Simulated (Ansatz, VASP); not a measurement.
## ZnO in VASP and in Ansatz

```
CELL_PARAMETERS angstrom
3.20548 0.00000 0.00000
-1.60274 2.77603 0.00000
0.00000 0.00000 5.13347
ATOMIC_POSITIONS crystal
Zn 0.33333 0.66667 0.00000
Zn 0.66667 0.33333 0.50000
O 0.33333 0.66667 0.38210
O 0.66667 0.33333 0.88210
```

Change from the starting cell: volume scaled by 0.96.

Alike in both runs: task single point; functional LDA; k mesh 8 × 8 × 5; occupations fermi-dirac, width 0.01 eV; no spin polarisation.

|  | VASP | Ansatz |
| --- | --- | --- |
| version | VASP 6.6.1 | Ansatz 0.2.0 |
| potentials or method | VASP PAW LDA potentials, release 64 (Zn, O), cutoff 520 eV | all-electron LAPW, scalar-relativistic |

Ansatz gave:

* gap on the k mesh at the Fermi level (eV): 0.81
* pressure (GPa): -1.2
* traceless stress, the component that is largest in VASP (GPa): 0.31
* rms of the force components (eV/Å): 0.024

Task: Which values does VASP return?

Result: gap on the k mesh at the Fermi level (eV): 0.81; pressure (GPa): 0.0; traceless stress, the component that is largest in VASP (GPa): 0.28; rms of the force components (eV/Å): 0.024.

LDA's correlation is that of Perdew and Zunger in VASP and of Perdew and Wang (1992) in Ansatz. Atom by atom the forces differ by 0.000 eV/Å (rms over components). Ansatz ran all-electron here, and VASP with PAW potentials.
